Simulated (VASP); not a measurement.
## Sn: single point with PBE

The system is Sn.

```xyz
1
Lattice="-1.6909 1.6909 1.6909 1.6909 -1.6909 1.6909 1.6909 1.6909 -1.6909" Properties=species:S:1:pos:R:3 pbc="T T T"
Sn    0.0000    0.0000    0.0000
```

This cell differs from its parent crystal: volume scaled by 0.7.

```yaml
Program: VASP 6.6.1
Task: single point
Functional: PBE
Potentials_or_basis: VASP PAW PBE potentials, release 64 (Sn_d)
Cutoff: 520 eV
k_mesh: 14 × 14 × 14
Occupations: fermi-dirac, width 0.1 eV
Spin: no spin polarisation
```

```json
{
  "Pressure": "40.1 GPa",
  "Band gap on the k mesh": "zero (band 7 reaches 24.70 eV, above the bottom of band 8 at 9.31 eV)"
}
```

Levels at points of the mesh, in eV from the Fermi level:
```csv
k point,band 4,band 5,band 6,band 7,band 8,band 9,band 10,band 11
"(0.00, 0.00, 0.00)",-21.63,-21.63,-14.06,11.72,11.72,11.72,12.60,12.60
"(0.50, 0.00, 0.00)",-21.64,-21.41,-6.86,-6.46,4.90,6.44,9.64,10.31
"(0.50, 0.50, 0.50)",-21.46,-21.46,-0.96,-0.96,-0.96,-0.04,3.79,3.79
```

It took 11 s on 1 thread of AMD EPYC 9R45 96-Core Processor (Zen 5) (shared host), peak memory 0.12 GiB.

Caveat: spin-orbit coupling is left out, which moves the levels of the heavy elements.
